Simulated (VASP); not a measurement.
Here is a VASP 6.6.1 calculation.

Contents of INCAR:

```
SYSTEM = MgSe
  PREC = Accurate
  ENCUT = 600
  EDIFF = 1E-6
  ISMEAR = 0
  SIGMA = 0.02
  LREAL = .False.
  LASPH = .True.
  NELM = 120
  ALGO = Normal
  ISIF = 2
  LWAVE = .False.
  LCHARG = .False.
  GGA = PS
  NBANDS = 11
  GGA_COMPAT = .False.
```

The input KPOINTS:

```
Automatic mesh
0
Gamma
  8 8 8
  0 0 0
```

File POSCAR:

```
MgSe
1.0
    0.0000000000      2.7246416506      2.7246416506
    2.7246416506      0.0000000000      2.7246416506
    2.7246416506      2.7246416506      0.0000000000
Mg Se
1 1
Direct
    0.0000000000      0.0000000000      0.0000000000
    0.5000000000      0.5000000000      0.5000000000
```

Potentials or basis: VASP PAW PBE potentials, release 64 (Mg, Se).

Command:

```console
$ cat potpaw_PBE.64/Mg/POTCAR potpaw_PBE.64/Se/POTCAR > POTCAR
$ mpirun -np 1 vasp_std > vasp.out
```

Problem. Estimate the pressure.

Solution. 0.0 GPa.

Problem. What does it give for the band gap on the k mesh?

Solution. 1.76 eV, indirect (least direct gap 2.51 eV).

Caveat: the PAW data sets were made with another functional, which shifts forces and pressure a little. A k mesh can miss the band edges.
